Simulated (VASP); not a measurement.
Crystal: NaF.

```
Na F
1.0
     1.55774   -4.45730    0.00000
     1.55774    4.45730    0.00000
     0.00000    0.00000    3.44057
Na F
2 2
Direct
  0.38685 0.61315 0.75000
  0.61315 0.38685 0.25000
  0.85650 0.14350 0.25000
  0.14350 0.85650 0.75000
```

```yaml
Program: VASP 6.6.1
Task: relaxation of cell and atoms
Functional: PBEsol
Potentials_or_basis: VASP PAW PBE potentials, release 64 (Na_sv, F)
Cutoff: 970 eV
k_mesh: 8 × 8 × 6
Occupations: fermi-dirac, width 0.03 eV
Spin: no spin polarisation
```

At the start: pressure 0.1 GPa; volume 11.94 Å³/atom.

**Question.** How do energy, volume and symmetry change on relaxing?

**Answer.** Over 13 steps the energy falls by 71.3 meV/atom and the volume is 12.44 Å³/atom (+4.2 %); space group Cmcm (No. 63, to 0.1 Å) before and after.

The path:
| step | energy change (eV) | largest force (eV/Å) | pressure (GPa) | volume (Å³) |
| --- | --- | --- | --- | --- |
| 1 | 0.0000 | 1.0170 | 0.07 | 47.78 |
| 2 | -0.1415 | 0.6881 | -0.06 | 47.81 |
| 3 | -0.2656 | 0.1976 | 0.11 | 47.81 |
| 4 | -0.2712 | 0.1153 | 0.20 | 47.80 |
| 5 | -0.2759 | 0.0794 | 0.05 | 47.95 |
| 6 | -0.2779 | 0.0427 | -0.07 | 48.13 |
| 7 | -0.2790 | 0.0371 | 0.08 | 48.09 |
| 8 | -0.2806 | 0.0201 | 0.59 | 47.96 |
| 9 | -0.2813 | 0.0182 | 0.51 | 48.10 |
| 10 | -0.2829 | 0.0130 | 0.30 | 48.53 |
| 11 | -0.2846 | 0.0065 | -0.05 | 49.39 |
| 12 | -0.2848 | 0.0060 | -0.20 | 49.77 |
| 13 | -0.2851 | 0.0043 | -0.06 | 49.78 |

Final structure:
```
Na F
1.0
     1.52622   -4.84223    0.00000
     1.52622    4.84223    0.00000
     0.00000    0.00000    3.36779
Na F
2 2
Direct
  0.36895 0.63105 0.75000
  0.63105 0.36895 0.25000
  0.87017 0.12983 0.25000
  0.12983 0.87017 0.75000
```

Caveat: the PAW data sets were made with another functional, which shifts forces and pressure a little.
